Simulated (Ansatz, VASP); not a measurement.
## Two plane-wave programs on HgTe

Contents of INCAR:

```
SYSTEM = HgTe
PREC = Accurate ; ENCUT = 520
EDIFF = 1E-6 ; ISMEAR = -1
SIGMA = 0.02 ; LREAL = .False.
LASPH = .True. ; NELM = 60
ALGO = Normal ; ISIF = 2
LWAVE = .False. ; LCHARG = .True.
GGA = PE ; LELF = .True.
LVHAR = .True. ; NBANDS = 26
```

KPOINTS

```
regular mesh
0
Gamma
  6 6 4
  0 0 0
```

Contents of POSCAR:

```
HgTe
1.0
    4.6987816454      0.0000000000      0.0000000000
   -2.3493908227      4.0692642718      0.0000000000
    0.0000000000      0.0000000000      7.7110649093
Hg Te
2 2
Direct
    0.3333333333      0.6666666667      0.0003155690
    0.6666666667      0.3333333333      0.5003155690
    0.3333333333      0.6666666667      0.3746844310
    0.6666666667      0.3333333333      0.8746844310
```

Input for Ansatz:

```yaml
crystal:
  lattice:
    - [4.6987816454, 0.0, 0.0]
    - [-2.3493908227, 4.0692642718, 0.0]
    - [0.0, 0.0, 7.7110649093]
  atoms:
    - { symbol: Hg, position: [0.3333333333, 0.6666666667, 0.000315569] }
    - { symbol: Hg, position: [0.6666666667, 0.3333333333, 0.500315569] }
    - { symbol: Te, position: [0.3333333333, 0.6666666667, 0.374684431] }
    - { symbol: Te, position: [0.6666666667, 0.3333333333, 0.874684431] }
kpoints:
  mp_grid: { grid: [6, 6, 4] }
hamiltonian:
  xc: pbe
scf:
  occupations: { method: fermi_dirac, width: 0.02 }
  n_extra_bands: 5
output:
  forces: true
  stress: true
  eigenvalues: true
```

Alike in both runs: task single point; functional PBE; k mesh 6 × 6 × 4; occupations fermi-dirac, width 0.02 eV; no spin polarisation.

|  | VASP | Ansatz |
| --- | --- | --- |
| version | VASP 6.6.1 | Ansatz 0.2.0 |
| potentials or method | VASP PAW PBE potentials, release 64 (Hg, Te) | plane waves, PAW |
| plane-wave cutoff (eV) | 520 | 420 |
| valence electrons in the cell | 36 | 72 |

|  | VASP | Ansatz | Ansatz less VASP |
| --- | --- | --- | --- |
| pressure (GPa) | 0.0 | 0.0 | -0.04 |

The functional is the same, so the differences come from potentials, cutoffs and numerics. VASP's potentials hold 36 valence electrons a cell and Ansatz's 72, so a difference there can come from the potentials and not from the codes.

Spin-orbit coupling is off throughout.
